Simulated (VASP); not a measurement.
# Li3Dy (Pm-3m) in VASP: notebook

Runs on Li3Dy. Level: PBE. Tasks: single point, relaxation of cell and atoms.

All numbers are computed with VASP 6.6.1; they aren't measurements. Logs are shortened: lines on timing, memory, paths and dates and some standing lists are left out, and cuts for length are marked.

## Step 1: The cell of the first run

The structure is cubic, space group Pm-3m (No. 221). The conventional cell has a = 4.599 Å, b = 4.599 Å, c = 4.599 Å, α = 90.00°, β = 90.00°, γ = 90.00°. Li (site symmetry 4/mmm) has 8 Li at 3.25 Å and 4 Dy at 3.25 Å within 4.3 Å. Dy (site symmetry m-3m) has 12 Li at 3.25 Å within 4.3 Å.

The cell was built from a structure type or drawn by symmetry, and may not be a known phase.

## Step 2: Single point, PBE

Contents of INCAR:

```
ALGO     = Normal         # electronic algorithm
EDIFF    = 1E-6           # SCF threshold, eV
ENCUT    = 750            # plane-wave cutoff, eV
GGA      = PE             # functional
GGA_COMPAT= F            
ISIF     = 2              # what is computed and relaxed
ISMEAR   = 0              # smearing method
LASPH    = T              # aspherical terms in the spheres
LCHARG   = T              # write CHGCAR
LELF     = T              # ELF
LMAXMIX  = 6              # l up to which the mixer works
LREAL    = F              # projectors in reciprocal space
LVHAR    = T            
LWAVE    = F              # write WAVECAR
NBANDS   = 17             # bands
NELM     = 200            # most SCF steps
PREC     = Accurate       # precision mode
SIGMA    = 0.1            # smearing width, eV
```

Contents of KPOINTS:

```
k-points
0
Gamma
  10 10 10
```

Contents of POSCAR:

```
Li3Dy
1.0
    4.5986340329      0.0000000000      0.0000000000
    0.0000000000      4.5986340329      0.0000000000
    0.0000000000      0.0000000000      4.5986340329
Li Dy
3 1
Direct
    0.0000000000      0.5000000000      0.5000000000
    0.5000000000      0.0000000000      0.5000000000
    0.5000000000      0.5000000000      0.0000000000
    0.0000000000      0.0000000000      0.0000000000
```

Potentials or basis: VASP PAW PBE potentials, release 64 (Li_sv, Dy_3), 4f in core.

Started as:

```console
> cat potpaw_PBE.64/Li_sv/POTCAR potpaw_PBE.64/Dy_3/POTCAR > POTCAR
> mpirun -np 1 vasp_std > vasp.out
```

OUTCAR:

```text
EDIFF = 1E-6
   ENCUT = 750
   GGA = PE
   ISIF = 2
   ISMEAR = 0
   LASPH = T
   LREAL = F
   NELM = 200
   PREC = Accurate

 ion  position               nearest neighbor table
   1  0.000  0.500  0.500-
   2  0.500  0.000  0.500-
   3  0.500  0.500  0.000-
   4  0.000  0.000  0.000-

  LATTYP: Found a simple cubic cell.
 ALAT       =     4.5986340329

  Lattice vectors:

 A1 = (   4.5986340329,   0.0000000000,   0.0000000000)
 A2 = (   0.0000000000,   4.5986340329,   0.0000000000)
 A3 = (   0.0000000000,   0.0000000000,   4.5986340329)

Analysis of symmetry for initial positions (statically):
=====================================================================
 Subroutine PRICEL returns:
 Original cell was already a primitive cell.

 Routine SETGRP: Setting up the symmetry group for a
 simple cubic supercell.

 Subroutine GETGRP returns: Found 48 space group operations
 (whereof 48 operations were pure point group operations)
 out of a pool of 48 trial point group operations.

The static configuration has the point symmetry O_h .

Analysis of symmetry for dynamics (positions and initial velocities):
=====================================================================
 Subroutine PRICEL returns:
 Original cell was already a primitive cell.

 Routine SETGRP: Setting up the symmetry group for a
 simple cubic supercell.

 Subroutine GETGRP returns: Found 48 space group operations
 (whereof 48 operations were pure point group operations)
 out of a pool of 48 trial point group operations.

The dynamic configuration has the point symmetry O_h .

 Subroutine INISYM returns: Found 48 space group operations
 (whereof 48 operations are pure point group operations),
 and found     1 'primitive' translations

----------------------------------------------------------------------------------------

                                     Primitive cell

  volume of cell :      97.2493

  direct lattice vectors                    reciprocal lattice vectors
     4.598634033  0.000000000  0.000000000     0.217455878  0.000000000  0.000000000
     0.000000000  4.598634033  0.000000000     0.000000000  0.217455878  0.000000000
     0.000000000  0.000000000  4.598634033     0.000000000  0.000000000  0.217455878

  length of vectors
     4.598634033  4.598634033  4.598634033     0.217455878  0.217455878  0.217455878

  position of ions in fractional coordinates (direct lattice)
     0.000000000  0.500000000  0.500000000
     0.500000000  0.000000000  0.500000000
     0.500000000  0.500000000  0.000000000
     0.000000000  0.000000000  0.000000000

  ion indices of the primitive-cell ions
   primitive index   ion index
                 1           1
                 2           2
                 3           3
                 4           4

----------------------------------------------------------------------------------------

 KPOINTS: k-points

Automatic generation of k-mesh.
 Grid dimensions read from file:
 generate k-points for:   10   10   10

 Generating k-lattice:

  Cartesian coordinates                     Fractional coordinates (reciprocal lattice)
     0.021745588  0.000000000  0.000000000     0.100000000  0.000000000  0.000000000
     0.000000000  0.021745588  0.000000000     0.000000000  0.100000000  0.000000000
     0.000000000  0.000000000  0.021745588     0.000000000  0.000000000  0.100000000

  Length of vectors
     0.021745588  0.021745588  0.021745588

  Shift w.r.t. Gamma in fractional coordinates (k-lattice)
     0.000000000  0.000000000  0.000000000

 Subroutine IBZKPT returns following result:
 ===========================================

 Found     56 irreducible k-points:

 Following reciprocal coordinates:
            Coordinates               Weight
  0.000000  0.000000  0.000000      1.000000
  0.100000  0.000000  0.000000      6.000000
  0.200000  0.000000  0.000000      6.000000
  0.300000  0.000000  0.000000      6.000000
  0.400000  0.000000  0.000000      6.000000
  0.500000  0.000000  0.000000      3.000000
[... 16 lines left out ...]
  0.200000  0.100000  0.100000     24.000000
  0.300000  0.100000  0.100000     24.000000
 [... further k-points ...]
   k-points           NKPTS =     56   k-points in BZ     NKDIM =     56   number of bands    NBANDS=     17
   number of dos      NEDOS =    301   number of ions     NIONS =      4
   total plane-waves  NPLWV =  74088
   dimension x,y,z NGX =    42 NGY =   42 NGZ =   42
   dimension x,y,z NGXF=    84 NGYF=   84 NGZF=   84
   ions per type =               3   1
   NGX,Y,Z   is equivalent  to a cutoff of  15.18, 15.18, 15.18 a.u.
   NGXF,Y,Z  is equivalent  to a cutoff of  30.37, 30.37, 30.37 a.u.
 SYSTEM =  unknown system
   PREC   = accura    normal or accurate (medium, high low for compatibility)
   ISTART =      0    job   : 0-new  1-cont  2-samecut
   ICHARG =      2    charge: 1-file 2-atom 10-const
   ISPIN  =      1    spin polarized calculation?
   LNONCOLLINEAR =      F non collinear calculations
   LSORBIT =      F    spin-orbit coupling
   LASPH  =      T    aspherical Exc in radial PAW
   ENCUT  =  750.0 eV  55.12 Ry    7.42 a.u.  10.27 10.27 10.27*2*pi/ulx,y,z
   NELM   =    200;   NELMIN=  2; NELMDL= -5     # of ELM steps
   EDIFF  = 0.1E-05   stopping-criterion for ELM
   LREAL  =      F    real-space projection
   EDIFFG = 0.1E-04   stopping-criterion for IOM
   NSW    =      0    number of steps for IOM
   IBRION =     -1    ionic relax: 0-MD 1-quasi-New 2-CG
   NFREE  =      0    steps in history (QN), initial steepest desc. (CG)
   ISIF   =      2    stress and relaxation
   ISYM   =      2    0-nonsym 1-usesym 2-fastsym
   POTIM  = 0.5000    time-step for ionic-motion
   TEBEG  =    0.0;   TEEND  =   0.0 temperature during run
   PSTRESS=    0.0 pullay stress
   NELECT =      18.0000    total number of electrons
   NUPDOWN=      -1.0000    fix difference up-down
   EMIN   =  10.00;   EMAX   =-10.00  energy-range for DOS
   EFERMI =   0.00;   METHOD = LEGACY
   ISMEAR =     0;   SIGMA  =   0.10  broadening in eV -4-tet -1-fermi 0-gaus
   EFERMI_NEDOS =   21; number of points for ismear=-14 and -15
   IALGO  =     38    algorithm
   IMIX   =      4    mixing-type and parameters
     AMIX     =   0.40;   BMIX     =  1.00
     AMIX_MAG =   1.60;   BMIX_MAG =  1.00
  volume/ion in A,a.u.               =      24.31       164.07
  Fermi-wavevector in a.u.,A,eV,Ry     =   0.932975  1.763068 11.843095  0.870443
  Thomas-Fermi vector in A             =   2.059629
   LORBIT       =      0    0 simple, 1 ext, 2 COOP (PROOUT), +10 PAW based schemes
   GGA     = PE    functional components
   LHFCALC =     F    Hartree Fock is set to
   AEXX    =    0.0000 exact exchange contribution
   IVDW    =     0    specifies the selected vdW correction
   LEPSILON=     F    determine dielectric tensor
   LRPA    =     F    only Hartree local field effects (RPA)
 non-spin polarized calculation
 Gauss-broadening in eV      SIGMA  =   0.10
  energy-cutoff  :      750.00
  volume of cell :       97.25
 maximum number of plane-waves:      4632
 NGX is ok and might be reduce to    42
   NGX = 21   NGY = 21   NGZ = 21

 number of electron      17.9999998 magnetization

 Free energy of the ion-electron system (eV)
  ---------------------------------------------------
  ext. energy  EPLUGINS =         0.00000000
  ---------------------------------------------------
  free energy    TOTEN  =        -9.20704525 eV

  energy without entropy =       -9.17164590  energy(sigma->0) =       -9.18934558

 E-fermi :   1.2495     XC(G=0):  -7.8974

 val. band max:        1.2485352184   @ k =   0.5000   0.0000   0.0000
 cond. band min:       1.2541179017   @ k =   0.4000   0.0000   0.0000
 fundamental gap:      0.0055826832
 Fermi energy:         1.2495147121

 k-point     1 :       0.0000    0.0000    0.0000
  band No.  band energies     occupation
      1     -44.8712      2.00000
      2     -44.8622      2.00000
      3     -44.8622      2.00000
      4     -22.8739      2.00000
      5     -22.8739      2.00000
      6     -22.8739      2.00000
[... 9 lines left out ...]
     16       5.6576      0.00000
     17       7.8715      0.00000

 k-point     2 :       0.1000    0.0000    0.0000
  band No.  band energies     occupation
      1     -44.8710      2.00000
      2     -44.8624      2.00000
      3     -44.8622      2.00000
      4     -22.8759      2.00000
      5     -22.8738      2.00000
      6     -22.8738      2.00000
[... 9 lines left out ...]
     16       5.9688      0.00000
     17       7.8810      0.00000

 k-point     3 :       0.2000    0.0000    0.0000
  band No.  band energies     occupation
      1     -44.8705      2.00000
      2     -44.8629      2.00000
      3     -44.8622      2.00000
      4     -22.8812      2.00000
      5     -22.8733      2.00000
      6     -22.8733      2.00000
[... 9 lines left out ...]
     16       6.5557      0.00000
     17       7.8328      0.00000

 k-point     4 :       0.3000    0.0000    0.0000
  band No.  band energies     occupation
      1     -44.8696      2.00000
      2     -44.8638      2.00000
      3     -44.8622      2.00000
      4     -22.8876      2.00000
      5     -22.8727      2.00000
      6     -22.8727      2.00000
[... 9 lines left out ...]
     16       6.6686      0.00000
     17       7.8933      0.00000
[... 343 lines left out ...]
      1     -44.8706      2.00000
      2     -44.8625      2.00000
      3     -44.8625      2.00000
      4     -22.8756      2.00000
      5     -22.8756      2.00000
      6     -22.8755      2.00000
[... 9 lines left out ...]
     16       6.5876      0.00000
     17       8.0582      0.00000

 k-point    23 :       0.2000    0.1000    0.1000
  band No.  band energies     occupation
      1     -44.8701      2.00000
      2     -44.8630      2.00000
      3     -44.8625      2.00000
      4     -22.8808      2.00000
      5     -22.8752      2.00000
      6     -22.8751      2.00000
[... 9 lines left out ...]
     16       7.0512      0.00000
     17       8.0813      0.00000

 k-point    24 :       0.3000    0.1000    0.1000
  band No.  band energies     occupation
      1     -44.8693      2.00000
      2     -44.8638      2.00000
      3     -44.8625      2.00000
      4     -22.8873      2.00000
      5     -22.8746      2.00000
      6     -22.8745      2.00000
[... 9 lines left out ...]
     16       6.6798      0.00000
     17       7.8187      0.00000

 [... further k-points ...]

------------------------ aborting loop because EDIFF is reached ----------------------------------------

  FORCE on cell =-STRESS in cart. coord.  units (eV):
  Direction    XX          YY          ZZ          XY          YZ          ZX
  --------------------------------------------------------------------------------------
  -------------------------------------------------------------------------------------
  Total        0.0327441      0.0327441      0.0327441     -0.0000000      0.0000000     -0.0000000
  in kB        0.5394565      0.5394565      0.5394565     -0.0000000      0.0000000     -0.0000000
  external PRESSURE =       0.5394565 kB  Pullay stress =       0.0000000 kB

 VOLUME and BASIS-vectors are now :
 -----------------------------------------------------------------------------
  energy-cutoff  :      750.00
  volume of cell :       97.25
      direct lattice vectors                 reciprocal lattice vectors
     4.598634033  0.000000000  0.000000000     0.217455878  0.000000000  0.000000000
     0.000000000  4.598634033  0.000000000     0.000000000  0.217455878  0.000000000
     0.000000000  0.000000000  4.598634033     0.000000000  0.000000000  0.217455878

 POSITION                                       TOTAL-FORCE (eV/Angst)
 -----------------------------------------------------------------------------------
      0.00000      2.29932      2.29932         0.000000      0.000000      0.000000
      2.29932      0.00000      2.29932         0.000000      0.000000      0.000000
      2.29932      2.29932      0.00000         0.000000      0.000000      0.000000
      0.00000      0.00000      0.00000         0.000000      0.000000      0.000000
 -----------------------------------------------------------------------------------
    total drift:                                0.000000      0.000000     -0.000000

  FREE ENERGIE OF THE ION-ELECTRON SYSTEM (eV)
  ---------------------------------------------------
  free  energy   TOTEN  =        -9.2070452526 eV

  energy  without entropy=       -9.1716459043  energy(sigma->0) =       -9.18934558
```

Run time: 2.1 min. Hardware: 1 thread of Intel Xeon Platinum 8259CL at 2.50GHz (Skylake/Cascade Lake), shared host; peak memory 0.35 GiB.

Results:

```
Free energy            : -9.2070 eV
Pressure               : 0.1 GPa
Band gap on the k mesh : zero (bands 9 and 10 overlap by 0.39 eV)
```

Levels at points of the mesh, in eV from the Fermi level:
```tsv
k point	band 6	band 7	band 8	band 9	band 10	band 11	band 12	band 13
(0.00, 0.00, 0.00)	-24.12	-4.02	0.06	0.06	1.69	1.69	1.69	2.21
(0.50, 0.00, 0.00)	-24.12	-2.87	-1.75	0.00	0.55	0.55	2.34	2.66
(0.50, 0.50, 0.00)	-24.12	-1.76	-1.42	-0.32	-0.32	1.00	1.00	2.56
(0.50, 0.50, 0.50)	-24.14	-0.14	-0.14	-0.14	0.20	0.33	0.33	0.33
```

Caveat: spin-orbit coupling is left out, which moves the levels of the heavy elements; the 4f electrons are frozen in the core, so they carry no moment and show no levels.

## Step 3: Relaxation of cell and atoms, PBE

Contents of INCAR:

```
SYSTEM = Li3Dy
ALGO = Normal
EDIFF = 1E-7
EDIFFG = -0.01
ENCUT = 750
GGA = PE
GGA_COMPAT = .FALSE.
IBRION = 2
ISIF = 3
ISMEAR = 0
LASPH = .TRUE.
LCHARG = .FALSE.
LMAXMIX = 6
LREAL = .FALSE.
LWAVE = .FALSE.
NELM = 200
NELMIN = 4
NSW = 100
PREC = Accurate
SIGMA = 0.1
```

Contents of KPOINTS:

```
k-points
0
G
  10 10 10
  0 0 0
```

POSCAR is that of step 2.

Potentials or basis: VASP PAW PBE potentials, release 64 (Li_sv, Dy_3), 4f in core.

Started as:

```console
> cat potpaw_PBE.64/Li_sv/POTCAR potpaw_PBE.64/Dy_3/POTCAR > POTCAR
> mpirun -np 1 vasp_std > vasp.out
```

Wall time 2.2 min (1 thread of Intel Xeon Platinum 8259CL at 2.50GHz (Skylake/Cascade Lake), shared host); peak memory 0.33 GiB.

Results (log left out):

| Item | Value |
| --- | --- |
| Free energy | -9.2070 eV |
| Pressure after relaxing | 0.1 GPa |
| Band gap on the k mesh | zero (bands 9 and 10 overlap by 0.39 eV) |

Final structure:
```xyz
4
Lattice="4.5986 0.0000 0.0000 0.0000 4.5986 0.0000 0.0000 0.0000 4.5986" Properties=species:S:1:pos:R:3 pbc="T T T"
Li    0.0000    2.2993    2.2993
Li    2.2993    0.0000    2.2993
Li    2.2993    2.2993    0.0000
Dy    0.0000    0.0000    0.0000
```

Levels at points of the mesh, in eV from the Fermi level:
| k point | band 5 | band 6 | band 7 | band 8 | band 9 | band 10 | band 11 | band 12 | band 13 |
| --- | --- | --- | --- | --- | --- | --- | --- | --- | --- |
| (0.00, 0.00, 0.00) | -24.12 | -24.12 | -4.02 | 0.06 | 0.06 | 1.69 | 1.69 | 1.69 | 2.21 |
| (0.50, 0.00, 0.00) | -24.12 | -24.12 | -2.87 | -1.75 | 0.00 | 0.55 | 0.55 | 2.34 | 2.66 |
| (0.50, 0.50, 0.00) | -24.14 | -24.12 | -1.76 | -1.42 | -0.32 | -0.32 | 1.00 | 1.00 | 2.56 |
| (0.50, 0.50, 0.50) | -24.14 | -24.14 | -0.14 | -0.14 | -0.14 | 0.20 | 0.33 | 0.33 | 0.33 |

Caveat: the relaxation stopped at its first step, so nothing moved; spin-orbit coupling is left out, which moves the levels of the heavy elements; the 4f electrons are frozen in the core, so they carry no moment and show no levels. Spin polarisation is off, so any magnetic state and its effect on volume and gap are missing.
